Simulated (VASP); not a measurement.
Set up this calculation in VASP 6.6.1, as the native input.

```
Task                   : single point
Functional             : PBE
Potentials or basis    : VASP PAW PBE potentials, release 64 (Hf_pv, O)
Cutoff                 : 520 eV
k mesh                 : 10 × 10 × 10
Occupations            : fermi-dirac, width 0.02 eV
Spin                   : no spin polarisation
Dipole correction      : no
Further INCAR settings : ALGO = Normal; EDIFF = 1e-06; NBANDS = 18
```

The structure of HfO2 lies in POSCAR:

```
HfO2
1.0
    0.0000000000      2.5229349520      2.5229349520
    2.5229349520      0.0000000000      2.5229349520
    2.5229349520      2.5229349520      0.0000000000
Hf O
1 2
Direct
    0.0000000000      0.0000000000      0.0000000000
    0.2500000000      0.2500000000      0.2500000000
    0.7500000000      0.7500000000      0.7500000000
```

This cell differs from its parent crystal: volume scaled by 0.96, then relaxed in part.

The input as run:

INCAR

```
PREC = Accurate
ENCUT = 520
EDIFF = 1E-6
ISMEAR = -1
SIGMA = 0.02
LREAL = False
LASPH = True
NELM = 100
ALGO = Normal
ISIF = 2
LWAVE = False
LCHARG = True
GGA = PE
LELF = True
LVHAR = True
NBANDS = 18
```

KPOINTS

```
Automatic mesh
0
Gamma
  10 10 10
```

Potentials or basis: VASP PAW PBE potentials, release 64 (Hf_pv, O).

Command:

```console
$ cat potpaw_PBE.64/Hf_pv/POTCAR potpaw_PBE.64/O/POTCAR > POTCAR
$ mpirun -np 1 vasp_std > vasp.out
```

It gave:

- Pressure: 4.1 GPa
- Band gap on the k mesh: 3.84 eV, direct

Caveat: spin-orbit coupling is left out, which moves the levels of the heavy elements.

Run time: 33 s on 1 thread of Intel Xeon 8259CL, on a shared host, peak memory 0.17 GiB.
